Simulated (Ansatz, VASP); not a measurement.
Two plane-wave programs on As

The input POSCAR:

```
As
1.0
    4.7749239919      0.0000000000      0.0000000000
   -2.3874619959      4.1352054781      0.0000000000
    0.0000000000      0.0000000000      2.7637699364
As
3
Direct
    0.0000000000      1.0000000000      0.0000000000
    0.3333333333      0.6666666667      0.5000000000
    0.6666666667      0.3333333333      0.5000000000
```

Contents of INCAR.step1:

```
PREC = Accurate
ENCUT = 520
ISMEAR = -1
SIGMA = 0.1
LREAL = False
LASPH = True
NELM = 100
NBANDS = 14
GGA = PE
ALGO = Normal
EDIFF = 1E-4
LWAVE = True
LCHARG = False
```

The input INCAR.step2:

```
PREC = Accurate
ENCUT = 520
EDIFF = 1E-6
ISMEAR = -1
SIGMA = 0.1
LREAL = False
LASPH = True
NELM = 100
ALGO = Normal
ISIF = 2
LWAVE = False
LCHARG = False
METAGGA = R2SCAN
LMIXTAU = True
NBANDS = 14
ISTART = 1
```

Contents of KPOINTS:

```
regular mesh
0
Gamma
  9 9 13
```

Input for Ansatz:

```yaml
crystal:
  lattice:
    - [4.7749239919, 0.0, 0.0]
    - [-2.3874619959, 4.1352054781, 0.0]
    - [0.0, 0.0, 2.7637699364]
  atoms:
    - { symbol: As, position: [0.0, 1.0, 0.0] }
    - { symbol: As, position: [0.3333333333, 0.6666666667, 0.5] }
    - { symbol: As, position: [0.6666666667, 0.3333333333, 0.5] }
hamiltonian:
  xc: r2scan
  pseudopotentials:
    kind: paw
    azcp:
      As: "pseudopotentials/As.paw.azcp"
basis:
  ecutwfc: 500
  fft_grid_basis: typed
kpoints:
  mp_grid: { grid: [9, 9, 13], shift: [0, 0, 0] }
magnetization:
  spin_polarized: false
scf:
  occupations: { method: fermi_dirac, width: 0.1 }
  lower_state_search: "off"
output:
  stress: true
```

Alike in both runs: task single point; functional r2SCAN; k mesh 9 × 9 × 13; occupations fermi-dirac, width 0.1 eV; no spin polarisation.

```csv
,VASP,Ansatz
version,VASP 6.6.1,Ansatz 0.2.0
potentials or method,"VASP PAW PBE potentials, release 64 (As), cutoff 520 eV","plane waves (500 eV) with PAW, scalar-relativistic"
valence electrons in the cell,15,45
```

VASP gave:

```
pressure (GPa)                                                : 4.1
traceless stress, the component that is largest in VASP (GPa) : 2.11
```

Problem. Estimate Ansatz's values.

Solution. Pressure (GPa): 4.2; traceless stress, the component that is largest in VASP (GPa): 2.11.

VASP's potentials were made for PBE, not for r2SCAN. VASP's potentials hold 15 valence electrons a cell and Ansatz's 45, so a difference there can come from the potentials and not from the codes.
